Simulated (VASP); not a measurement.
# FeNi3 (Pm-3m) in VASP: a series of runs, part 2 of 3

VASP 6.6.1. Earlier steps stand in the parts before.

### 4 Single point, PBE, collinear spin, ferromagnetic start

This run uses another cell than the first one, of 10.91 Å³/atom.

Contents of INCAR:

```
PREC = Accurate
ENCUT = 520
EDIFF = 1E-6
ISMEAR = -1
SIGMA = 0.05
LREAL = F
LASPH = T
NELM = 150
ALGO = Fast
ISIF = 2
LWAVE = F
LCHARG = T
ISPIN = 2
MAGMOM = 1 1 1 3
LORBIT = 11
LMAXMIX = 4
GGA = PE
LELF = T
LVHAR = T
NBANDS = 31
```

Contents of KPOINTS:

```
regular mesh
0
Gamma
  8 8 8
```

Contents of POSCAR:

```
FeNi3
1.0
    3.5212073368      0.0000000000      0.0000000000
    0.0000000000      3.5212073368      0.0000000000
    0.0000000000      0.0000000000      3.5212073368
Ni Fe
3 1
Direct
    0.5000000000      0.5000000000      0.0000000000
    0.5000000000      0.0000000000      0.5000000000
    0.0000000000      0.5000000000      0.5000000000
    0.0000000000      0.0000000000      0.0000000000
```

Potentials or basis: VASP PAW PBE potentials, release 64 (Ni, Fe).

On the command line:

```sh
$ cat potpaw_PBE.64/Ni/POTCAR potpaw_PBE.64/Fe/POTCAR > POTCAR
$ mpirun -np 1 vasp_std > vasp.out
```

OUTCAR:

```text
PREC = Accurate
   ENCUT = 520
   EDIFF = 1E-6
   ISMEAR = -1
   LREAL = F
   LASPH = T
   NELM = 150
   ISIF = 2
   ISPIN = 2
   LORBIT = 11
   GGA = PE

 ion  position               nearest neighbor table
   1  0.500  0.500  0.000-   2 2.49   3 2.49   4 2.49   2 2.49   3 2.49   2 2.49   4 2.49   2 2.49
                             3 2.49   4 2.49   3 2.49   4 2.49
   2  0.500  0.000  0.500-   1 2.49   3 2.49   4 2.49   1 2.49   4 2.49   1 2.49   3 2.49   1 2.49
                             3 2.49   4 2.49   4 2.49   3 2.49
   3  0.000  0.500  0.500-   1 2.49   2 2.49   4 2.49   1 2.49   4 2.49   2 2.49   4 2.49   4 2.49
                             1 2.49   2 2.49   1 2.49   2 2.49
   4  0.000  0.000  0.000-   1 2.49   2 2.49   3 2.49   2 2.49   3 2.49   1 2.49   3 2.49   3 2.49
                             1 2.49   2 2.49   2 2.49   1 2.49

  LATTYP: Found a simple cubic cell.
 ALAT       =     3.5212073368

  Lattice vectors:

 A1 = (   3.5212073368,   0.0000000000,   0.0000000000)
 A2 = (   0.0000000000,   3.5212073368,   0.0000000000)
 A3 = (   0.0000000000,   0.0000000000,   3.5212073368)

Analysis of symmetry for initial positions (statically):
=====================================================================
 Subroutine PRICEL returns:
 Original cell was already a primitive cell.

 Routine SETGRP: Setting up the symmetry group for a
 simple cubic supercell.

 Subroutine GETGRP returns: Found 48 space group operations
 (whereof 48 operations were pure point group operations)
 out of a pool of 48 trial point group operations.

The static configuration has the point symmetry O_h .

Analysis of symmetry for dynamics (positions and initial velocities):
=====================================================================
 Subroutine PRICEL returns:
 Original cell was already a primitive cell.

 Routine SETGRP: Setting up the symmetry group for a
 simple cubic supercell.

 Subroutine GETGRP returns: Found 48 space group operations
 (whereof 48 operations were pure point group operations)
 out of a pool of 48 trial point group operations.

The dynamic configuration has the point symmetry O_h .

Analysis of structural, dynamic, and magnetic symmetry:
=====================================================================
 Subroutine PRICEL returns:
 Original cell was already a primitive cell.

 Routine SETGRP: Setting up the symmetry group for a
 simple cubic supercell.

 Subroutine GETGRP returns: Found 48 space group operations
 (whereof 48 operations were pure point group operations)
 out of a pool of 48 trial point group operations.

The overall configuration has the point symmetry O_h .

 Subroutine INISYM returns: Found 48 space group operations
 (whereof 48 operations are pure point group operations),
 and found     1 'primitive' translations

----------------------------------------------------------------------------------------

                                     Primitive cell

  volume of cell :      43.6591

  direct lattice vectors                    reciprocal lattice vectors
     3.521207337  0.000000000  0.000000000     0.283993501  0.000000000  0.000000000
     0.000000000  3.521207337  0.000000000     0.000000000  0.283993501  0.000000000
     0.000000000  0.000000000  3.521207337     0.000000000  0.000000000  0.283993501

[... 87 lines left out ...]
   EDIFF  = 0.1E-05   stopping-criterion for ELM
   LREAL  =      F    real-space projection
   EDIFFG = 0.1E-04   stopping-criterion for IOM
   NSW    =      0    number of steps for IOM
   IBRION =     -1    ionic relax: 0-MD 1-quasi-New 2-CG
   NFREE  =      0    steps in history (QN), initial steepest desc. (CG)
   ISIF   =      2    stress and relaxation
   ISYM   =      2    0-nonsym 1-usesym 2-fastsym
   POTIM  = 0.5000    time-step for ionic-motion
   TEBEG  =    0.0;   TEEND  =   0.0 temperature during run
   PSTRESS=    0.0 pullay stress
   NELECT =      38.0000    total number of electrons
   NUPDOWN=      -1.0000    fix difference up-down
   EMIN   =  10.00;   EMAX   =-10.00  energy-range for DOS
   EFERMI =   0.00;   METHOD = LEGACY
   ISMEAR =    -1;   SIGMA  =   0.05  broadening in eV -4-tet -1-fermi 0-gaus
   EFERMI_NEDOS =   21; number of points for ismear=-14 and -15
   IALGO  =     68    algorithm
   IMIX   =      4    mixing-type and parameters
     AMIX     =   0.40;   BMIX     =  1.00
     AMIX_MAG =   1.60;   BMIX_MAG =  1.00
  volume/ion in A,a.u.               =      10.91        73.66
  Fermi-wavevector in a.u.,A,eV,Ry     =   1.563068  2.953769 33.241487  2.443180
  Thomas-Fermi vector in A             =   2.665893
   LORBIT       =     11    0 simple, 1 ext, 2 COOP (PROOUT), +10 PAW based schemes
   GGA     = PE    functional components
   LHFCALC =     F    Hartree Fock is set to
   AEXX    =    0.0000 exact exchange contribution
   IVDW    =     0    specifies the selected vdW correction
   LEPSILON=     F    determine dielectric tensor
   LRPA    =     F    only Hartree local field effects (RPA)
 spin polarized calculation
 RMM-DIIS sequential band-by-band and
  energy-cutoff  :      520.00
  volume of cell :       43.66
 maximum number of plane-waves:      1208
 NGX is ok and might be reduce to    28
   NGX = 13   NGY = 13   NGZ = 13

 number of electron      37.9999981 magnetization       4.7658762

 Free energy of the ion-electron system (eV)
  ---------------------------------------------------
  ext. energy  EPLUGINS =         0.00000000
  ---------------------------------------------------
  free energy    TOTEN  =       -24.99773715 eV

  energy without entropy =      -24.97028984  energy(sigma->0) =      -24.98401349

 E-fermi :   8.8346     XC(G=0): -13.2608

 val. band max:        8.8241959625   @ k =   0.0000   0.0000   0.0000
 cond. band min:       8.8347518181   @ k =   0.3750   0.1250   0.1250
 fundamental gap:      0.0105558555
 Fermi energy:         8.8346460948

 spin component 1

 k-point     1 :       0.0000    0.0000    0.0000
  band No.  band energies     occupation
      1      -0.3653      1.00000
      2       3.4353      1.00000
      3       3.4353      1.00000
      4       4.0959      1.00000
      5       4.1872      1.00000
      6       4.1872      1.00000
[... 805 lines left out ...]
     30      22.8028      0.00000
     31      25.2881      0.00000

 [... further k-points ...]

 spin component 2

 k-point     1 :       0.0000    0.0000    0.0000
  band No.  band energies     occupation
      1      -0.3224      1.00000
      2       4.4669      1.00000
      3       4.4669      1.00000
      4       4.4743      1.00000
      5       5.1785      1.00000
      6       5.1786      1.00000
[... 805 lines left out ...]
     30      23.2158      0.00000
     31      25.4234      0.00000

 [... further k-points ...]

------------------------ aborting loop because EDIFF is reached ----------------------------------------

  FORCE on cell =-STRESS in cart. coord.  units (eV):
  Direction    XX          YY          ZZ          XY          YZ          ZX
  --------------------------------------------------------------------------------------
  -------------------------------------------------------------------------------------
  Total        1.0599460      1.0599460      1.0599460     -0.0000000     -0.0000000     -0.0000000
  in kB       38.8973056     38.8973056     38.8973056     -0.0000000     -0.0000000     -0.0000000
  external PRESSURE =      38.8973056 kB  Pullay stress =       0.0000000 kB

 VOLUME and BASIS-vectors are now :
 -----------------------------------------------------------------------------
  energy-cutoff  :      520.00
  volume of cell :       43.66
      direct lattice vectors                 reciprocal lattice vectors
     3.521207337  0.000000000  0.000000000     0.283993501  0.000000000  0.000000000
     0.000000000  3.521207337  0.000000000     0.000000000  0.283993501  0.000000000
     0.000000000  0.000000000  3.521207337     0.000000000  0.000000000  0.283993501

 POSITION                                       TOTAL-FORCE (eV/Angst)
 -----------------------------------------------------------------------------------
      1.76060      1.76060      0.00000         0.000000      0.000000      0.000000
      1.76060      0.00000      1.76060         0.000000      0.000000      0.000000
      0.00000      1.76060      1.76060         0.000000      0.000000      0.000000
      0.00000      0.00000      0.00000         0.000000      0.000000      0.000000
 -----------------------------------------------------------------------------------
    total drift:                                0.000000      0.000000      0.000000

  FREE ENERGIE OF THE ION-ELECTRON SYSTEM (eV)
  ---------------------------------------------------
  free  energy   TOTEN  =       -24.9977371507 eV

  energy  without entropy=      -24.9702898384  energy(sigma->0) =      -24.98401349

 total charge

# of ion       s       p       d       tot
------------------------------------------
    1        0.512   0.528   8.332   9.372
    2        0.512   0.528   8.332   9.372
    3        0.512   0.528   8.332   9.372
    4        0.482   0.518   6.128   7.128
--------------------------------------------------
tot          2.018   2.101  31.124  35.243

 magnetization (x)

# of ion       s       p       d       tot
------------------------------------------
    1       -0.016  -0.044   0.693   0.633
    2       -0.016  -0.044   0.693   0.633
    3       -0.016  -0.044   0.693   0.633
    4        0.012   0.001   2.874   2.886
--------------------------------------------------
tot         -0.035  -0.132   4.953   4.786
```

OSZICAR:

```text
N       E                     dE             d eps       ncg     rms          rms(c)
DAV:   1     0.243162293025E+03    0.24316E+03   -0.16985E+04  4548   0.176E+03
DAV:   2    -0.129919115740E+02   -0.25615E+03   -0.24018E+03  4340   0.318E+02
DAV:   3    -0.288952635345E+02   -0.15903E+02   -0.15188E+02  4802   0.105E+02
DAV:   4    -0.291171816171E+02   -0.22192E+00   -0.22172E+00  4975   0.131E+01
DAV:   5    -0.291242960368E+02   -0.71144E-02   -0.71139E-02  6481   0.182E+00    0.211E+01
RMM:   6    -0.259481164244E+02    0.31762E+01   -0.23594E+01  4760   0.497E+01    0.152E+01
RMM:   7    -0.262273884444E+02   -0.27927E+00   -0.28220E+00  4540   0.177E+01    0.179E+01
RMM:   8    -0.251072715890E+02    0.11201E+01   -0.88443E-01  4688   0.955E+00    0.578E+00
RMM:   9    -0.250260185016E+02    0.81253E-01   -0.80312E-02  5065   0.275E+00    0.312E+00
RMM:  10    -0.250022034657E+02    0.23815E-01   -0.33249E-02  5096   0.123E+00    0.103E+00
RMM:  11    -0.249977953326E+02    0.44081E-02   -0.68156E-03  5237   0.479E-01    0.387E-01
RMM:  12    -0.249979578446E+02   -0.16251E-03   -0.12198E-03  5570   0.176E-01    0.255E-01
RMM:  13    -0.249977424604E+02    0.21538E-03   -0.20266E-04  5481   0.114E-01    0.629E-02
RMM:  14    -0.249977345874E+02    0.78730E-05   -0.62770E-05  5730   0.489E-02    0.406E-02
RMM:  15    -0.249977433021E+02   -0.87148E-05   -0.13187E-05  5291   0.215E-02    0.349E-02
RMM:  16    -0.249977371412E+02    0.61610E-05   -0.33029E-06  4115   0.147E-02    0.640E-03
RMM:  17    -0.249977371507E+02   -0.95015E-08   -0.10922E-06  3065   0.835E-03
   1 F= -.24997737E+02 E0= -.24984013E+02  d E =-.274473E-01  mag=     4.7662
```

Wall time 2.5 min (1 thread of Intel Xeon 8259CL, shared host); peak memory 0.22 GiB.

What came out:

```yaml
Free_energy: -24.9977 eV
Pressure: 3.9 GPa
Net_moment: 4.77 μB per cell
Site_moments: Ni +0.63; Fe +2.89 μB
Valence_electrons_inside_the_program's_atomic_spheres: Ni 9.37; Fe 7.13
```

Levels at points of the mesh, in eV from the Fermi level:
Spin up:
```tsv
k point	band 17	band 18	band 19	band 20	band 21	band 22	band 23	band 24	band 25	band 26
(0.00, 0.00, 0.00)	-0.70	-0.70	-0.63	-0.63	-0.63	2.27	2.27	2.27	9.02	9.02
(0.50, 0.00, 0.00)	-1.62	-1.57	-1.42	-1.06	-0.70	-0.63	7.60	7.60	7.64	7.64
(0.50, 0.50, 0.00)	-1.73	-1.73	-1.54	-1.51	0.77	0.77	0.82	0.85	11.30	11.40
(0.50, 0.50, 0.50)	-0.83	-0.80	-0.80	-0.80	-0.53	-0.53	-0.53	-0.41	5.57	5.57
```
Spin down:
```
           k point  band 15  band 16  band 17  band 18  band 19  band 20
(0.00, 0.00, 0.00)     0.29     0.29     1.01     1.01     1.27     1.27
(0.50, 0.00, 0.00)    -0.88    -0.42    -0.15    -0.15     0.29     0.51
(0.50, 0.50, 0.00)    -1.24    -0.83    -0.69     0.15     0.15     0.39
(0.50, 0.50, 0.50)    -0.48    -0.48     0.06     0.06     0.06     0.80
```

Caveat: the cell stands under pressure.

(Part 2 of 3 ends here.)
